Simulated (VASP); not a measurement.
## Ga: single point with PBEsol

Ga:

```
CELL_PARAMETERS angstrom
2.23505 -3.79866 -0.33526
2.23505 3.79866 -0.33526
-0.67347 0.00000 4.04080
ATOMIC_POSITIONS crystal
Ga 0.15592 0.84408 0.08325
Ga 0.65592 0.34408 0.41675
Ga 0.84408 0.15592 0.91675
Ga 0.34408 0.65592 0.58325
```

This cell differs from its parent crystal: engineering shear strain xz -0.3000, normal strain along z -0.1000.

| Item | Value |
| --- | --- |
| Program | VASP 6.6.1 |
| Task | single point |
| Functional | PBEsol |
| Potentials or basis | VASP PAW PBE potentials, release 64 (Ga_d) |
| Cutoff | 520 eV |
| k mesh | 10 × 10 × 10 |
| Occupations | gaussian, width 0.15 eV |
| Spin | no spin polarisation |
| Dipole correction | no |
| Further INCAR settings | ALGO = Fast; EDIFF = 1e-06; NBANDS = 34 |

The pressure is 18.5 GPa. The largest force is 1.959 eV/Å and the band gap on the k mesh is zero (bands 26 and 27 overlap by 3.19 eV).

Forces on the atoms (eV/Å):
```
Ga  -1.593  0.664 -0.928
Ga   1.593  0.664  0.928
Ga   1.593 -0.664  0.928
Ga  -1.593 -0.664 -0.928
```

Stress tensor (GPa, compression positive):
```
27.45  0.00 12.09
 0.00  9.46  0.00
12.09  0.00 18.55
```

Levels at points of the mesh, in eV from the Fermi level:
```
           k point  band 22  band 23  band 24  band 25  band 26  band 27  band 28  band 29  band 30  band 31
(0.00, 0.00, 0.00)    -3.34    -2.80    -2.78    -1.93    -1.89    -0.29     0.74     0.88     1.92     4.33
(0.50, 0.00, 0.00)    -9.74    -4.71    -3.89    -2.41    -0.37     1.81     3.63     3.95     4.88     6.51
(0.50, 0.50, 0.00)    -8.46    -4.38    -3.89    -1.01    -0.25     0.31     1.82     1.88     2.58     6.87
(0.00, 0.00, 0.50)    -9.98    -2.82    -2.82    -0.85    -0.85     1.66     1.66     2.28     2.28     3.75
(0.50, 0.00, 0.50)    -8.10    -5.84    -5.79    -3.16    -0.98    -0.83     1.38     5.08     5.88     7.81
(0.50, 0.50, 0.50)    -8.27    -6.33    -6.33    -3.15    -3.15     1.36     1.36     6.48     6.48     7.46
```

Run time: 22 min on 1 thread of Oxide Virtual Turin-like Processor, on a shared host, peak memory 0.49 GiB.

Caveat: the cell differs from its parent crystal (engineering shear strain xz -0.3000, normal strain along z -0.1000); the stress differs along the axes, from 9 to 27 GPa; the PAW data sets were made with another functional, which shifts forces and pressure a little.
